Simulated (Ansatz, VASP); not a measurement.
## Ge in VASP and in Ansatz

The input INCAR:

```
PREC = Accurate ; ENCUT = 520
EDIFF = 1E-7 ; ISMEAR = -1
SIGMA = 0.05 ; LREAL = F
LASPH = T ; NELM = 100
ALGO = Normal ; ISIF = 2
LWAVE = F ; LCHARG = T
LELF = T ; LVHAR = T
NBANDS = 36
```

KPOINTS

```
Automatic mesh
0
Gamma
  8 8 4
```

The input POSCAR:

```
Ge
1.0
    3.9707555995      0.0000000000      0.0000000000
   -1.9853777998      3.4387752215      0.0000000000
    0.0000000000      0.0000000000      6.5550854883
Ge
4
Direct
    0.3333333333      0.6666666667      0.9370987500
    0.6666666667      0.3333333333      0.4370987500
    0.3333333333      0.6666666667      0.5629012500
    0.6666666667      0.3333333333      0.0629012500
```

The input input.yaml:

```yaml
crystal:
  lattice:
    - [3.9707555995, 0.0, 0.0]
    - [-1.9853777998, 3.4387752215, 0.0]
    - [0.0, 0.0, 6.5550854883]
  atoms:
    - { symbol: Ge, position: [0.3333333333, 0.6666666667, 0.93709875] }
    - { symbol: Ge, position: [0.6666666667, 0.3333333333, 0.43709875] }
    - { symbol: Ge, position: [0.3333333333, 0.6666666667, 0.56290125] }
    - { symbol: Ge, position: [0.6666666667, 0.3333333333, 0.06290125] }
kpoints:
  mp_grid: { grid: [8, 8, 4] }
scf:
  occupations: { method: fermi_dirac, width: 0.05 }
hamiltonian:
  xc: lda
  pseudopotentials: { kind: all_electron, lapw: { basis_error: 0.002 } }
output:
  forces: true
  stress: true
  eigenvalues: true
```

Change from the starting cell: volume scaled by 0.98.

Alike in both runs: task single point; functional LDA; k mesh 8 × 8 × 4; occupations fermi-dirac, width 0.05 eV; no spin polarisation.

```csv
,VASP,Ansatz
version,VASP 6.6.1,Ansatz 0.2.0
potentials or method,"VASP PAW LDA potentials, release 64 (Ge_d), cutoff 520 eV","all-electron LAPW, scalar-relativistic"
```

Ansatz gave:

| Item | Value |
| --- | --- |
| pressure (GPa) | -0.6 |
| traceless stress, the component that is largest in VASP (GPa) | -0.20 |

Task: Which values does VASP return?

Result: Pressure (GPa): -0.5; traceless stress, the component that is largest in VASP (GPa): -0.21.

LDA's correlation is that of Perdew and Zunger in VASP and of Perdew and Wang (1992) in Ansatz. Ansatz ran all-electron here, and VASP with PAW potentials.
